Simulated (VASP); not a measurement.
Set up this calculation in VASP 6.6.1, as the native input.

| Quantity | Value |
| --- | --- |
| Task | single point |
| Functional | PBE |
| Dispersion | D4 |
| Potentials or basis | VASP PAW PBE potentials, release 64 (Zr_sv, B) |
| Cutoff | 520 eV |
| k mesh | 8 × 8 × 8 |
| Occupations | gaussian, width 0.05 eV |
| Spin | no spin polarisation |
| Dipole correction | no |
| Further INCAR settings | ALGO = Normal; EDIFF = 1e-06; NBANDS = 16 |

The structure of ZrB2 lies in POSCAR:

```
ZrB2
1.0
    3.1350915746      0.0000000000      0.0000000000
   -1.5675457873      2.7150689468      0.0000000000
    0.0000000000      0.0000000000      3.4651602374
Zr B
1 2
Direct
    0.0000000000      0.0000000000      0.0000000000
    0.3333333333      0.6666666667      0.5000000000
    0.6666666667      0.3333333333      0.5000000000
```

This cell differs from its parent crystal: volume scaled by 0.98.

These files were run (other wordings do the same):

INCAR

```
SYSTEM = ZrB2
  PREC = Accurate
  ENCUT = 520
  EDIFF = 1E-6
  ISMEAR = 0
  SIGMA = 0.05
  LREAL = .False.
  LASPH = .True.
  NELM = 100
  ALGO = Normal
  ISIF = 2
  LWAVE = .False.
  LCHARG = .False.
  GGA = PE
  IVDW = 13
  NBANDS = 16
```

KPOINTS

```
Automatic mesh
0
Gamma
  8 8 8
  0 0 0
```

Potentials or basis: VASP PAW PBE potentials, release 64 (Zr_sv, B).

Launch:

```sh
$ cat potpaw_PBE.64/Zr_sv/POTCAR potpaw_PBE.64/B/POTCAR > POTCAR
$ mpirun -np 1 vasp_std > vasp.out
```

It gave:

```
Pressure                   : 5.4 GPa
Band gap on the k mesh     : zero (band 9 reaches 11.52 eV, above the bottom of band 10 at 10.95 eV)
Dispersion energy per atom : -0.330 eV
```

Caveat: pairwise dispersion overbinds metals, which lowers pressure and volume.

Run time: 15 s on 1 thread of AMD EPYC 9R45 96-Core Processor (Zen 5), with other jobs on the host, peak memory 0.13 GiB.
